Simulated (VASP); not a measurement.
# Sn (Fd-3m) in VASP: further runs

Aim: see how the results for Sn move with the level of theory and the settings. Levels: r2SCAN, PBE exchange alone. Tasks: single point, electric field gradients.

All numbers are computed with VASP 6.6.1; they aren't measurements. Logs are shortened: lines on timing, memory, paths and dates and some standing lists are left out, and cuts for length are marked.

## 1. The cell of the first run

The structure is cubic, space group Fd-3m (No. 227). Conventional cell: a = 6.467 Å, b = 6.467 Å, c = 6.467 Å, α = 90.00°, β = 90.00°, γ = 90.00°. Sn (site symmetry -43m) has 4 Sn at 2.80 Å within 3.7 Å.

This isn't the form of Sn at room conditions, which is tetragonal (white tin).

## 2. Single point, r2SCAN

Input file INCAR:

```
SYSTEM = Sn
ALGO     = Normal         ! electronic algorithm
EDIFF    = 1E-6           ! SCF threshold, eV
ENCUT    = 480            ! plane-wave cutoff, eV
GGA_COMPAT= .FALSE.      
ISMEAR   = -5             ! smearing method
KPAR     = 2            
LASPH    = .TRUE.         ! aspherical terms in the spheres
LCHARG   = .FALSE.        ! write CHGCAR
LMIXTAU  = .TRUE.       
LORBIT   = 11             ! projections on sites
LREAL    = .FALSE.        ! projectors in reciprocal space
LWAVE    = .FALSE.        ! write WAVECAR
METAGGA  = R2SCAN         ! meta-GGA
NBANDS   = 30             ! bands
NEDOS    = 4001           ! points of the DOS
NELM     = 120            ! most SCF steps
PREC     = Accurate       ! precision mode
```

Input file KPOINTS:

```
Automatic mesh
0
Gamma
  22 22 22
  0 0 0
```

Input file POSCAR:

```
Sn
1.0
    0.0000000000      3.2333428000      3.2333428000
    3.2333428000      0.0000000000      3.2333428000
    3.2333428000      3.2333428000      0.0000000000
Sn
2
Direct
    0.7500000000      0.7500000000      0.7500000000
    0.5000000000      0.5000000000      0.5000000000
```

Potentials or basis: VASP PAW PBE potentials, release 64 (Sn_d).

The run is started by

```sh
$ cat potpaw_PBE.64/Sn_d/POTCAR > POTCAR
$ mpirun -np 2 vasp_std > vasp.out
```

OUTCAR:

```text
SYSTEM = Sn
   EDIFF = 1E-6
   ENCUT = 480
   ISMEAR = -5
   LASPH = .TRUE.
   LORBIT = 11
   LREAL = .FALSE.
   METAGGA = R2SCAN
   NELM = 120
   PREC = Accurate

 ion  position               nearest neighbor table
   1  0.750  0.750  0.750-   2 2.80   2 2.80   2 2.80   2 2.80
   2  0.500  0.500  0.500-   1 2.80   1 2.80   1 2.80   1 2.80

  LATTYP: Found a face centered cubic cell.
 ALAT       =     6.4666856000

  Lattice vectors:

 A1 = (   0.0000000000,   3.2333428000,   3.2333428000)
 A2 = (   3.2333428000,   0.0000000000,   3.2333428000)
 A3 = (   3.2333428000,   3.2333428000,   0.0000000000)

Analysis of symmetry for initial positions (statically):
=====================================================================
 Subroutine PRICEL returns:
 Original cell was already a primitive cell.

 Routine SETGRP: Setting up the symmetry group for a
 face centered cubic supercell.

 Subroutine GETGRP returns: Found 48 space group operations
 (whereof 24 operations were pure point group operations)
 out of a pool of 48 trial point group operations.

The static configuration has the point symmetry T_d .
 The point group associated with its full space group is O_h .

Analysis of symmetry for dynamics (positions and initial velocities):
=====================================================================
 Subroutine PRICEL returns:
 Original cell was already a primitive cell.

 Routine SETGRP: Setting up the symmetry group for a
 face centered cubic supercell.

 Subroutine GETGRP returns: Found 48 space group operations
 (whereof 24 operations were pure point group operations)
 out of a pool of 48 trial point group operations.

The dynamic configuration has the point symmetry T_d .
 The point group associated with its full space group is O_h .

 Subroutine INISYM returns: Found 48 space group operations
 (whereof 24 operations are pure point group operations),
 and found     1 'primitive' translations

----------------------------------------------------------------------------------------

                                     Primitive cell

  volume of cell :      67.6060

  direct lattice vectors                    reciprocal lattice vectors
     0.000000000  3.233342800  3.233342800    -0.154638723  0.154638723  0.154638723
     3.233342800  0.000000000  3.233342800     0.154638723 -0.154638723  0.154638723
     3.233342800  3.233342800  0.000000000     0.154638723  0.154638723 -0.154638723

  length of vectors
     4.572637240  4.572637240  4.572637240     0.267842124  0.267842124  0.267842124

  position of ions in fractional coordinates (direct lattice)
[... 93 lines left out ...]
   PSTRESS=    0.0 pullay stress
   NELECT =      28.0000    total number of electrons
   NUPDOWN=      -1.0000    fix difference up-down
   EMIN   =  10.00;   EMAX   =-10.00  energy-range for DOS
   EFERMI =   0.00;   METHOD = LEGACY
   ISMEAR =    -5;   SIGMA  =   0.20  broadening in eV -4-tet -1-fermi 0-gaus
   EFERMI_NEDOS =   21; number of points for ismear=-14 and -15
   IALGO  =     38    algorithm
   IMIX   =      4    mixing-type and parameters
     AMIX     =   0.40;   BMIX     =  1.00
     AMIX_MAG =   1.60;   BMIX_MAG =  1.00
  volume/ion in A,a.u.               =      33.80       228.11
  Fermi-wavevector in a.u.,A,eV,Ry     =   1.220298  2.306028 20.260793  1.489126
  Thomas-Fermi vector in A             =   2.355520
   LORBIT       =     11    0 simple, 1 ext, 2 COOP (PROOUT), +10 PAW based schemes
   METAGGA = R2SCAN    functional components
   LHFCALC =     F    Hartree Fock is set to
   AEXX    =    0.0000 exact exchange contribution
   IVDW    =     0    specifies the selected vdW correction
   LEPSILON=     F    determine dielectric tensor
   LRPA    =     F    only Hartree local field effects (RPA)

   CSHIFT  =0.1000    complex shift for real part using Kramers Kronig

   OMEGAMAX=  -1.0    maximum frequency
 non-spin polarized calculation
 Fermi weights with tetrahedron method with Bloechl corrections
  energy-cutoff  :      480.00
  volume of cell :       67.61
 maximum number of plane-waves:      1639
 NGX is ok and might be reduce to    36
   NGX = 17   NGY = 17   NGZ = 17

 number of electron      28.0000008 magnetization

 Free energy of the ion-electron system (eV)
  ---------------------------------------------------
  ext. energy  EPLUGINS =         0.00000000
  ---------------------------------------------------
  free energy    TOTEN  =       -49.47412876 eV

  energy without entropy =      -49.47412876  energy(sigma->0) =      -49.47412876

 E-fermi :   5.6987     XC(G=0):  -9.6434

 val. band max:        5.6989567505   @ k =   0.0000   0.0000   0.0000
 cond. band min:       5.6989597792   @ k =   0.0000   0.0000   0.0000
 fundamental gap:      0.0000030288
 Fermi energy:         5.6987227067

 k-point     1 :       0.0000    0.0000    0.0000
  band No.  band energies     occupation
      1     -16.7328      2.00000
      2     -16.7328      2.00000
      3     -16.7328      2.00000
      4     -16.6646      2.00000
      5     -16.6646      2.00000
      6     -16.3314      2.00000
[... 685 lines left out ...]
     25      20.7109      0.00000
     26      21.8736      0.00000

 [... further k-points ...]

 [bands above 26 left out]

------------------------ aborting loop because EDIFF is reached ----------------------------------------

  FORCE on cell =-STRESS in cart. coord.  units (eV):
  Direction    XX          YY          ZZ          XY          YZ          ZX
  --------------------------------------------------------------------------------------
  -------------------------------------------------------------------------------------
  Total        0.9250184      0.9250184      0.9250184      0.0000000      0.0000000      0.0000000
  in kB       21.9217748     21.9217748     21.9217748      0.0000000      0.0000000      0.0000000
  external PRESSURE =      21.9217748 kB  Pullay stress =       0.0000000 kB

 VOLUME and BASIS-vectors are now :
 -----------------------------------------------------------------------------
  energy-cutoff  :      480.00
  volume of cell :       67.61
      direct lattice vectors                 reciprocal lattice vectors
     0.000000000  3.233342800  3.233342800    -0.154638723  0.154638723  0.154638723
     3.233342800  0.000000000  3.233342800     0.154638723 -0.154638723  0.154638723
     3.233342800  3.233342800  0.000000000     0.154638723  0.154638723 -0.154638723

 POSITION                                       TOTAL-FORCE (eV/Angst)
 -----------------------------------------------------------------------------------
      4.85001      4.85001      4.85001        -0.000000     -0.000000     -0.000000
      3.23334      3.23334      3.23334         0.000000      0.000000      0.000000
 -----------------------------------------------------------------------------------
    total drift:                                0.000000      0.000000      0.000000

  FREE ENERGIE OF THE ION-ELECTRON SYSTEM (eV)
  ---------------------------------------------------
  free  energy   TOTEN  =       -49.4741287595 eV

  energy  without entropy=      -49.4741287595  energy(sigma->0) =      -49.47412876

 total charge

# of ion       s       p       d       tot
------------------------------------------
    1        1.123   1.293   9.966  12.382
    2        1.123   1.293   9.966  12.382
--------------------------------------------------
tot          2.247   2.585  19.932  24.764
```

OSZICAR:

```text
N       E                     dE             d eps       ncg     rms          rms(c)
DAV:   1     0.233041430166E+03    0.23304E+03   -0.12987E+04 21858   0.134E+03
DAV:   2    -0.138315853814E+02   -0.24687E+03   -0.23534E+03 19802   0.423E+02
DAV:   3    -0.521692300339E+02   -0.38338E+02   -0.38052E+02 22402   0.120E+02
DAV:   4    -0.536457937182E+02   -0.14766E+01   -0.14755E+01 23380   0.266E+01
DAV:   5    -0.536882368426E+02   -0.42443E-01   -0.42441E-01 26938   0.446E+00    0.499E+00
DAV:   6    -0.495534152554E+02    0.41348E+01   -0.11723E+00 21842   0.130E+01    0.239E+00
DAV:   7    -0.490759142792E+02    0.47750E+00   -0.40668E-01 21216   0.554E+00    0.911E-01
DAV:   8    -0.495103967310E+02   -0.43448E+00   -0.29756E-01 20070   0.369E+00    0.380E-01
DAV:   9    -0.494646814297E+02    0.45715E-01   -0.17720E-02 23346   0.789E-01    0.239E-01
DAV:  10    -0.494601863921E+02    0.44950E-02   -0.24699E-03 21456   0.337E-01    0.211E-01
DAV:  11    -0.494649452705E+02   -0.47589E-02   -0.25311E-03 23348   0.494E-01    0.508E-02
DAV:  12    -0.494725475566E+02   -0.76023E-02   -0.25901E-03 20190   0.383E-01    0.228E-02
DAV:  13    -0.494732393107E+02   -0.69175E-03   -0.14615E-04 23450   0.709E-02    0.172E-02
DAV:  14    -0.494741032083E+02   -0.86390E-03   -0.29578E-04 20370   0.132E-01    0.662E-03
DAV:  15    -0.494741066329E+02   -0.34246E-05   -0.34578E-05 22740   0.370E-02    0.374E-03
DAV:  16    -0.494741244076E+02   -0.17775E-04   -0.66665E-06 18496   0.162E-02    0.311E-03
DAV:  17    -0.494741295119E+02   -0.51043E-05   -0.16183E-06 19624   0.965E-03    0.264E-03
DAV:  18    -0.494741287595E+02    0.75243E-06   -0.40985E-07 16884   0.533E-03
   1 F= -.49474129E+02 E0= -.49474129E+02  d E =0.000000E+00
```

Wall time 12 min (2 MPI ranks of Intel Xeon 6975P-C (Granite Rapids), shared host); peak memory 0.53 GiB.

What came out:

```yaml
Free_energy: -49.4741 eV
Pressure: 2.2 GPa
Band_gap_on_the_k_mesh: zero (filled and empty bands touch)
Valence_electrons_inside_the_program's_atomic_spheres: Sn 12.38
Density_of_states_at_the_Fermi_level: 0.00 states/eV/atom
```

Caveat: the PAW data sets were made with another functional, which shifts forces and pressure a little; spin-orbit coupling is left out, which moves the levels of the heavy elements; tetrahedron occupations give inexact forces and stress in metals.

## 3. Electric field gradients, PBE exchange alone, non-collinear spin, zero start, spin-orbit coupling

Input file INCAR:

```
PREC = Accurate
ENCUT = 400
EDIFF = 1E-8
ISMEAR = 1
SIGMA = 0.1
LREAL = False
LASPH = True
NELM = 200
ALGO = Normal
ISIF = 2
LWAVE = False
LCHARG = False
LNONCOLLINEAR = True
MAGMOM = 0 0 0 0 0 0
LORBIT = 11
LSORBIT = True
GGA_COMPAT = False
LORBMOM = True
GGA = PE
ALDAC = 0.0
AGGAC = 0.0
LEFG = True
NBANDS = 40
```

Input file KPOINTS:

```
regular mesh
0
Gamma
  7 7 7
```

Input file POSCAR:

```
Sn
1.0
    0.0000000000      3.2333428000      3.2333428000
    3.2333428000      0.0000000000      3.2333428000
    3.2333428000      3.2333428000      0.0000000000
Sn
2
Direct
    0.2500000000      0.2500000000      0.2500000000
    1.0000000000      1.0000000000      1.0000000000
```

Potentials or basis: VASP PAW PBE potentials, release 64 (Sn_d).

The run is started by

```sh
$ cat potpaw_PBE.64/Sn_d/POTCAR > POTCAR
$ mpirun -np 1 vasp_ncl > vasp.out
```

OUTCAR:

```text
PREC = Accurate
   ENCUT = 400
   EDIFF = 1E-8
   ISMEAR = 1
   LREAL = False
   LASPH = True
   NELM = 200
   ISIF = 2
   LNONCOLLINEAR = True
   LORBIT = 11
   LSORBIT = True
   GGA = PE

 ion  position               nearest neighbor table
   1  0.250  0.250  0.250-   2 2.80   2 2.80   2 2.80   2 2.80
   2  0.000  0.000  0.000-   1 2.80   1 2.80   1 2.80   1 2.80

  LATTYP: Found a face centered cubic cell.
 ALAT       =     6.4666856000

  Lattice vectors:

 A1 = (   0.0000000000,   3.2333428000,   3.2333428000)
 A2 = (   3.2333428000,   0.0000000000,   3.2333428000)
 A3 = (   3.2333428000,   3.2333428000,   0.0000000000)

Analysis of symmetry for initial positions (statically):
=====================================================================
 Subroutine PRICEL returns:
 Original cell was already a primitive cell.

 Routine SETGRP: Setting up the symmetry group for a
 face centered cubic supercell.

 Subroutine GETGRP returns: Found 48 space group operations
[... 1153 lines left out ...]
     0.0000000     0.0000000     0.0000000     0.0000000     0.0000000     0.0000000     0.0000000
     0.0000000     0.0000000     0.0000000     0.0000000     0.0000000     0.0000000     0.0000000
     0.0000000     0.0000000     0.0000000     0.0000000     0.0000000     0.0000000     0.0000000
     0.0000000     0.0000000     0.0000000     0.0000000     0.0000000     0.0000000     0.0000000
     0.0000000     0.0000000     0.0000000     0.0000000     0.0000000     0.0000000     0.0000000
     0.0000000     0.0000000     0.0000000     0.0000000     0.0000000     0.0000000     0.0000000

 Ion:    2  E_soc:     -0.1166090
 l=   1
     0.0000000    -0.0131243    -0.0131243
    -0.0131243     0.0000000    -0.0131243
    -0.0131243    -0.0131243     0.0000000
 l=   2
     0.0000000    -0.0012589     0.0000000    -0.0012589    -0.0050516
    -0.0012589     0.0000000    -0.0037887    -0.0012589    -0.0012629
     0.0000000    -0.0037887     0.0000000    -0.0037887     0.0000000
    -0.0012589    -0.0012589    -0.0037887     0.0000000    -0.0012629
    -0.0050516    -0.0012629     0.0000000    -0.0012629     0.0000000
 l=   3
     0.0000000     0.0000000     0.0000000     0.0000000     0.0000000     0.0000000     0.0000000
     0.0000000     0.0000000     0.0000000     0.0000000     0.0000000     0.0000000     0.0000000
     0.0000000     0.0000000     0.0000000     0.0000000     0.0000000     0.0000000     0.0000000
     0.0000000     0.0000000     0.0000000     0.0000000     0.0000000     0.0000000     0.0000000
     0.0000000     0.0000000     0.0000000     0.0000000     0.0000000     0.0000000     0.0000000
     0.0000000     0.0000000     0.0000000     0.0000000     0.0000000     0.0000000     0.0000000
     0.0000000     0.0000000     0.0000000     0.0000000     0.0000000     0.0000000     0.0000000

 total charge

# of ion       s       p       d       tot
------------------------------------------
    1        1.163   1.237   9.972  12.372
    2        1.163   1.237   9.972  12.372
--------------------------------------------------
tot          2.325   2.474  19.944  24.744

 magnetization (x)

# of ion       s       p       d       tot
------------------------------------------
    1       -0.000   0.000  -0.000  -0.000
    2       -0.000   0.000  -0.000   0.000
--------------------------------------------------
tot         -0.000   0.000  -0.000   0.000

 magnetization (y)

# of ion       s       p       d       tot
------------------------------------------
    1        0.000   0.000  -0.000   0.000
    2        0.000  -0.000  -0.000   0.000
--------------------------------------------------
tot          0.000  -0.000  -0.000   0.000

 magnetization (z)

# of ion       s       p       d       tot
------------------------------------------
    1        0.000  -0.000   0.000   0.000
    2        0.000   0.000   0.000   0.000
--------------------------------------------------
tot          0.000   0.000   0.000   0.000
```

OSZICAR:

```text
N       E                     dE             d eps       ncg     rms          rms(c)
DAV:   1     0.276629155865E+03    0.27663E+03   -0.12063E+04  1720   0.176E+03
DAV:   2     0.353421551955E+02   -0.24129E+03   -0.23444E+03  1616   0.517E+02
DAV:   3    -0.311412988745E+01   -0.38456E+02   -0.38134E+02  1848   0.178E+02
DAV:   4    -0.490294150472E+01   -0.17888E+01   -0.17876E+01  1832   0.447E+01
DAV:   5    -0.496209576842E+01   -0.59154E-01   -0.59151E-01  2336   0.777E+00    0.354E+00
DAV:   6    -0.490587987213E+01    0.56216E-01   -0.58962E-02  2176   0.359E+00    0.201E+00
DAV:   7    -0.488313593772E+01    0.22744E-01   -0.49414E-02  1936   0.282E+00    0.120E+00
DAV:   8    -0.488402929881E+01   -0.89336E-03   -0.65968E-03  2088   0.648E-01    0.170E-01
DAV:   9    -0.488500372639E+01   -0.97443E-03   -0.16940E-03  1896   0.532E-01    0.464E-02
DAV:  10    -0.488522368201E+01   -0.21996E-03   -0.22823E-04  1792   0.112E-01    0.135E-02
DAV:  11    -0.488522583635E+01   -0.21543E-05   -0.24855E-05  1928   0.585E-02    0.356E-03
DAV:  12    -0.488522725723E+01   -0.14209E-05   -0.18694E-06  2088   0.137E-02    0.247E-03
DAV:  13    -0.488522775847E+01   -0.50124E-06   -0.21883E-07  1968   0.356E-03    0.208E-04
DAV:  14    -0.488522767557E+01    0.82896E-07   -0.14701E-08  1584   0.138E-03    0.969E-05
DAV:  15    -0.488522769260E+01   -0.17024E-07   -0.28402E-09  1248   0.422E-04    0.401E-05
DAV:  16    -0.488522769183E+01    0.77080E-09   -0.46736E-10  1056   0.232E-04
   1 F= -.48852277E+01 E0= -.48850100E+01  d E =-.652998E-03  mag=    -0.0000    -0.0000     0.0000
```

It took 1.9 min on 1 thread of Intel Xeon Platinum 8259CL at 2.50GHz (Skylake/Cascade Lake), shared host; peak memory 0.29 GiB.

Results:

* Free energy: -4.8852 eV
* Pressure: 10.8 GPa
* Net moment: 0.00 μB per cell
* Largest electric field gradient by atom: under 0.05 V/Å² on every atom
* Valence electrons inside the program's atomic spheres: Sn 12.37

Moments on the atoms (μB; x, y, z):
```
Sn  0.00 0.00 0.00
Sn  0.00 0.00 0.00
```

Caveat: the cell stands under pressure.
